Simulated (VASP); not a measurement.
## Ti: single point with PBEsol

Ti:

```
Ti
1.0
    -1.78149    1.78149    1.68520
     1.78149   -1.78149    1.68520
     1.42841    1.42841   -1.68520
Ti
1
Direct
  0.00000 0.00000 0.00000
```

This cell differs from its parent crystal: engineering shear strain xy -0.2200, normal strain along z +0.0500.

```json
{
  "Program": "VASP 6.6.1",
  "Task": "single point",
  "Functional": "PBEsol",
  "Potentials or basis": "VASP PAW PBE potentials, release 64 (Ti_sv)",
  "Cutoff": "520 eV",
  "k mesh": "20 × 20 × 20",
  "Occupations": "gaussian, width 0.15 eV",
  "Spin": "no spin polarisation"
}
```

* Pressure: -4.5 GPa
* Band gap on the k mesh: zero (band 6 reaches 9.07 eV, above the bottom of band 7 at 7.38 eV)

Stress tensor (GPa, compression positive):
```
-5.83  5.01  0.00
 5.01 -5.83  0.00
 0.00  0.00 -1.73
```

Levels at points of the mesh, in eV from the Fermi level:
```tsv
k point	band 3	band 4	band 5	band 6	band 7	band 8	band 9	band 10
(0.00, 0.00, 0.00)	-32.10	-32.01	-5.90	-0.18	0.63	2.02	2.78	3.66
(0.50, 0.00, 0.00)	-32.38	-32.03	-2.37	-0.35	1.24	2.63	3.35	4.14
(0.50, 0.50, 0.00)	-32.19	-32.05	-2.63	-1.05	0.07	3.84	3.84	4.03
(0.00, 0.00, 0.50)	-32.65	-32.23	-2.50	-0.48	2.49	2.76	3.43	5.17
(0.50, 0.50, 0.50)	-32.79	-32.40	-2.37	-1.77	3.06	3.78	5.08	7.55
```

Run time: 100 s on 1 thread of Intel(R) Xeon(R) 6975P-C (Granite Rapids) (shared host), peak memory 0.33 GiB.

Caveat: the cell differs from its parent crystal (engineering shear strain xy -0.2200, normal strain along z +0.0500); the PAW data sets were made with another functional, which shifts forces and pressure a little.
